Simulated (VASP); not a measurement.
# Sn (R-3m) in VASP: single point with PBEsol

Aim: the single point of Sn with PBEsol.

Everything below comes from runs of VASP 6.6.1. Logs are shortened: lines on timing, memory, paths and dates and some standing lists are left out, and cuts for length are marked.

### Step 1. The cell of the first run

It takes space group R-3m (No. 166, trigonal). Conventional cell: a = 5.426 Å, b = 5.426 Å, c = 3.090 Å, α = 90.00°, β = 90.00°, γ = 120.00°. Sn (site symmetry -3m) has 14 Sn at 3.09 to 3.75 Å within 4.1 Å.

### Step 2. Single point, PBEsol

Contents of INCAR:

```
SYSTEM = Sn
PREC = Accurate
ENCUT = 520
EDIFF = 1E-6
ISMEAR = 0
SIGMA = 0.15
LREAL = .FALSE.
LASPH = .TRUE.
NELM = 80
ALGO = Fast
ISIF = 2
LWAVE = .FALSE.
LCHARG = .FALSE.
GGA = PS
NBANDS = 13
```

Contents of KPOINTS:

```
Automatic mesh
0
G
  24 24 24
  0 0 0
```

Contents of POSCAR:

```
Sn
1.0
   -1.9629999218      1.8734820101      1.8734820101
    1.8734820101     -1.9629999218      1.8734820101
    1.8734820101      1.8734820101     -1.9629999218
Sn
1
Direct
    0.0000000000      0.0000000000      0.0000000000
```

Potentials or basis: VASP PAW PBE potentials, release 64 (Sn_d).

Command:

```bash
$ cat potpaw_PBE.64/Sn_d/POTCAR > POTCAR
$ mpirun -np 1 vasp_std > vasp.out
```

OUTCAR:

```text
SYSTEM = Sn
   PREC = Accurate
   ENCUT = 520
   EDIFF = 1E-6
   ISMEAR = 0
   LREAL = .FALSE.
   LASPH = .TRUE.
   NELM = 80
   ISIF = 2
   GGA = PS

 ion  position               nearest neighbor table
   1  0.000  0.000  0.000-

  LATTYP: Found a trigonal (rhomboedric) cell.
 ALAT       =     3.2974593822
 COS(alpha) =    -0.3536531715

  Lattice vectors:

 A1 = (  -1.9629999218,   1.8734820101,   1.8734820101)
 A2 = (   1.8734820101,  -1.9629999218,   1.8734820101)
 A3 = (   1.8734820101,   1.8734820101,  -1.9629999218)

Analysis of symmetry for initial positions (statically):
=====================================================================
 Subroutine PRICEL returns:
 Original cell was already a primitive cell.

 Routine SETGRP: Setting up the symmetry group for a
 trigonal (rhombohedral) supercell.

 Subroutine GETGRP returns: Found 12 space group operations
 (whereof 12 operations were pure point group operations)
 out of a pool of 12 trial point group operations.

The static configuration has the point symmetry D_3d.

Analysis of symmetry for dynamics (positions and initial velocities):
=====================================================================
 Subroutine PRICEL returns:
 Original cell was already a primitive cell.

 Routine SETGRP: Setting up the symmetry group for a
 trigonal (rhombohedral) supercell.

 Subroutine GETGRP returns: Found 12 space group operations
 (whereof 12 operations were pure point group operations)
 out of a pool of 12 trial point group operations.

The dynamic configuration has the point symmetry D_3d.

 Subroutine INISYM returns: Found 12 space group operations
 (whereof 12 operations are pure point group operations),
 and found     1 'primitive' translations

----------------------------------------------------------------------------------------

                                     Primitive cell

  volume of cell :      26.2574

  direct lattice vectors                    reciprocal lattice vectors
    -1.962999922  1.873482010  1.873482010     0.013079486  0.273734956  0.273734956
     1.873482010 -1.962999922  1.873482010     0.273734956  0.013079486  0.273734956
     1.873482010  1.873482010 -1.962999922     0.273734956  0.273734956  0.013079486

  length of vectors
     3.297459382  3.297459382  3.297459382     0.387340580  0.387340580  0.387340580

  position of ions in fractional coordinates (direct lattice)
     0.000000000  0.000000000  0.000000000

  ion indices of the primitive-cell ions
   primitive index   ion index
                 1           1

----------------------------------------------------------------------------------------

 KPOINTS: Automatic mesh

Automatic generation of k-mesh.
 Grid dimensions read from file:
 generate k-points for:   24   24   24

 Generating k-lattice:

  Cartesian coordinates                     Fractional coordinates (reciprocal lattice)
     0.000544979  0.011405623  0.011405623     0.041666667 -0.000000000 -0.000000000
     0.011405623  0.000544979  0.011405623    -0.000000000  0.041666667 -0.000000000
     0.011405623  0.011405623  0.000544979    -0.000000000 -0.000000000  0.041666667

  Length of vectors
     0.016139191  0.016139191  0.016139191

  Shift w.r.t. Gamma in fractional coordinates (k-lattice)
     0.000000000  0.000000000  0.000000000

 Subroutine IBZKPT returns following result:
 ===========================================

 Found   1313 irreducible k-points:

 Following reciprocal coordinates:
            Coordinates               Weight
  0.000000  0.000000  0.000000      1.000000
  0.041667  0.000000  0.000000      6.000000
  0.083333  0.000000  0.000000      6.000000
  0.125000  0.000000  0.000000      6.000000
  0.166667 -0.000000 -0.000000      6.000000
  0.208333  0.000000  0.000000      6.000000
[... 16 lines left out ...]
  0.416667  0.041667 -0.000000     12.000000
  0.458333  0.041667  0.000000     12.000000
 [... further k-points ...]
   k-points           NKPTS =   1313   k-points in BZ     NKDIM =   1313   number of bands    NBANDS=     13
   number of dos      NEDOS =    301   number of ions     NIONS =      1
   total plane-waves  NPLWV =  21952
   dimension x,y,z NGX =    28 NGY =   28 NGZ =   28
   dimension x,y,z NGXF=    56 NGYF=   56 NGZF=   56
   ions per type =               1
   NGX,Y,Z   is equivalent  to a cutoff of  14.12, 14.12, 14.12 a.u.
   NGXF,Y,Z  is equivalent  to a cutoff of  28.23, 28.23, 28.23 a.u.
 SYSTEM =  Sn
   PREC   = accura    normal or accurate (medium, high low for compatibility)
   ISTART =      0    job   : 0-new  1-cont  2-samecut
   ICHARG =      2    charge: 1-file 2-atom 10-const
   ISPIN  =      1    spin polarized calculation?
   LNONCOLLINEAR =      F non collinear calculations
   LSORBIT =      F    spin-orbit coupling
   LASPH  =      T    aspherical Exc in radial PAW
   ENCUT  =  520.0 eV  38.22 Ry    6.18 a.u.   6.13  6.13  6.13*2*pi/ulx,y,z
   NELM   =     80;   NELMIN=  2; NELMDL= -5     # of ELM steps
   EDIFF  = 0.1E-05   stopping-criterion for ELM
   LREAL  =      F    real-space projection
   EDIFFG = 0.1E-04   stopping-criterion for IOM
   NSW    =      0    number of steps for IOM
   IBRION =     -1    ionic relax: 0-MD 1-quasi-New 2-CG
   NFREE  =      0    steps in history (QN), initial steepest desc. (CG)
   ISIF   =      2    stress and relaxation
   ISYM   =      2    0-nonsym 1-usesym 2-fastsym
   POTIM  = 0.5000    time-step for ionic-motion
   TEBEG  =    0.0;   TEEND  =   0.0 temperature during run
   PSTRESS=    0.0 pullay stress
   NELECT =      14.0000    total number of electrons
   NUPDOWN=      -1.0000    fix difference up-down
   EMIN   =  10.00;   EMAX   =-10.00  energy-range for DOS
   EFERMI =   0.00;   METHOD = LEGACY
   ISMEAR =     0;   SIGMA  =   0.15  broadening in eV -4-tet -1-fermi 0-gaus
   EFERMI_NEDOS =   21; number of points for ismear=-14 and -15
   IALGO  =     68    algorithm
   IMIX   =      4    mixing-type and parameters
     AMIX     =   0.40;   BMIX     =  1.00
     AMIX_MAG =   1.60;   BMIX_MAG =  1.00
  volume/ion in A,a.u.               =      26.26       177.19
  Fermi-wavevector in a.u.,A,eV,Ry     =   1.327496  2.508605 23.976824  1.762247
  Thomas-Fermi vector in A             =   2.456804
   LORBIT       =      0    0 simple, 1 ext, 2 COOP (PROOUT), +10 PAW based schemes
   GGA     = PS    functional components
   LHFCALC =     F    Hartree Fock is set to
   AEXX    =    0.0000 exact exchange contribution
   IVDW    =     0    specifies the selected vdW correction
   LEPSILON=     F    determine dielectric tensor
   LRPA    =     F    only Hartree local field effects (RPA)
 non-spin polarized calculation
 RMM-DIIS sequential band-by-band and
 Gauss-broadening in eV      SIGMA  =   0.15
  energy-cutoff  :      520.00
  volume of cell :       26.26
 maximum number of plane-waves:       725
 NGX is ok and might be reduce to    28
   NGX = 13   NGY = 13   NGZ = 13

 number of electron      13.9999998 magnetization

 Free energy of the ion-electron system (eV)
  ---------------------------------------------------
  ext. energy  EPLUGINS =         0.00000000
  ---------------------------------------------------
  free energy    TOTEN  =        -4.21786316 eV

  energy without entropy =       -4.21061835  energy(sigma->0) =       -4.21424075

 E-fermi :   8.3420     XC(G=0): -10.6656

 val. band max:        8.3335224507   @ k =  -0.3750   0.4167   0.3333
 cond. band min:       8.3427675766   @ k =  -0.3750  -0.3750   0.2917
 fundamental gap:      0.0092451260
 Fermi energy:         8.3419609682

 k-point     1 :       0.0000    0.0000    0.0000
  band No.  band energies     occupation
      1     -13.1881      2.00000
      2     -13.0989      2.00000
      3     -13.0989      2.00000
      4     -12.9600      2.00000
      5     -12.9600      2.00000
      6      -3.0145      2.00000
      7      15.9593      0.00000
      8      15.9593      0.00000
      9      17.6402      0.00000
     10      19.9293      0.00000
     11      20.7144      0.00000
     12      20.9198      0.00000
     13      20.9243      0.00000

 k-point     2 :       0.0417    0.0000    0.0000
  band No.  band energies     occupation
      1     -13.1831      2.00000
      2     -13.0998      2.00000
      3     -13.0969      2.00000
      4     -12.9617      2.00000
      5     -12.9606      2.00000
      6      -2.9734      2.00000
      7      15.7961      0.00000
      8      15.9277      0.00000
      9      17.2679      0.00000
     10      19.7024      0.00000
     11      20.4305      0.00000
     12      20.7721      0.00000
     13      21.0037      0.00000

 k-point     3 :       0.0833    0.0000    0.0000
  band No.  band energies     occupation
      1     -13.1684      2.00000
      2     -13.1024      2.00000
      3     -13.0910      2.00000
      4     -12.9666      2.00000
      5     -12.9624      2.00000
      6      -2.8501      2.00000
      7      15.3414      0.00000
      8      15.8277      0.00000
      9      16.3441      0.00000
     10      19.3435      0.00000
     11      19.5943      0.00000
     12      20.2830      0.00000
     13      21.1262      0.00000
[... 305 lines left out ...]
 k-point    23 :       0.4167    0.0417   -0.0000
  band No.  band energies     occupation
      1     -13.1536      2.00000
      2     -13.1059      2.00000
      3     -12.9886      2.00000
      4     -12.9826      2.00000
      5     -12.8566      2.00000
      6       1.5460      2.00000
      7       4.8346      2.00000
      8      11.6854      0.00000
      9      13.6455      0.00000
     10      16.3917      0.00000
     11      16.9578      0.00000
     12      22.3626      0.00000
     13      23.6733      0.00000

 k-point    24 :       0.4583    0.0417    0.0000
  band No.  band energies     occupation
      1     -13.1554      2.00000
      2     -13.1083      2.00000
      3     -12.9888      2.00000
      4     -12.9798      2.00000
      5     -12.8482      2.00000
      6       2.2244      2.00000
      7       4.0085      2.00000
      8      11.5489      0.00000
      9      13.5401      0.00000
     10      16.3630      0.00000
     11      16.9547      0.00000
     12      22.8483      0.00000
     13      23.6421      0.00000

 [... further k-points ...]
[... 5 lines left out ...]
  --------------------------------------------------------------------------------------
  -------------------------------------------------------------------------------------
  Total        0.0106390      0.0106390      0.0106390      0.2092076      0.2092076      0.2092076
  in kB        0.6491735      0.6491735      0.6491735     12.7654360     12.7654360     12.7654360
  external PRESSURE =       0.6491735 kB  Pullay stress =       0.0000000 kB

 VOLUME and BASIS-vectors are now :
 -----------------------------------------------------------------------------
  energy-cutoff  :      520.00
  volume of cell :       26.26
      direct lattice vectors                 reciprocal lattice vectors
    -1.962999922  1.873482010  1.873482010     0.013079486  0.273734956  0.273734956
     1.873482010 -1.962999922  1.873482010     0.273734956  0.013079486  0.273734956
     1.873482010  1.873482010 -1.962999922     0.273734956  0.273734956  0.013079486

 POSITION                                       TOTAL-FORCE (eV/Angst)
 -----------------------------------------------------------------------------------
      0.00000      0.00000      0.00000         0.000000      0.000000      0.000000
 -----------------------------------------------------------------------------------
    total drift:                               -0.000000     -0.000000     -0.000000

  FREE ENERGIE OF THE ION-ELECTRON SYSTEM (eV)
  ---------------------------------------------------
  free  energy   TOTEN  =        -4.2178631573 eV

  energy  without entropy=       -4.2106183475  energy(sigma->0) =       -4.21424075
```

Run time: 3.4 min. Hardware: 1 thread of Intel Xeon 6975P-C (Granite Rapids), shared host; peak memory 0.5 GiB.

What came out:

```
Free energy            : -4.2179 eV
Pressure               : 0.1 GPa
Band gap on the k mesh : zero (band 7 reaches 15.96 eV, above the bottom of band 8 at 5.56 eV)
```

Stress tensor (GPa, compression positive):
```
0.06 1.28 1.28
1.28 0.06 1.28
1.28 1.28 0.06
```

Caveat: the PAW data sets were made with another functional, which shifts forces and pressure a little; spin-orbit coupling is left out, which moves the levels of the heavy elements.
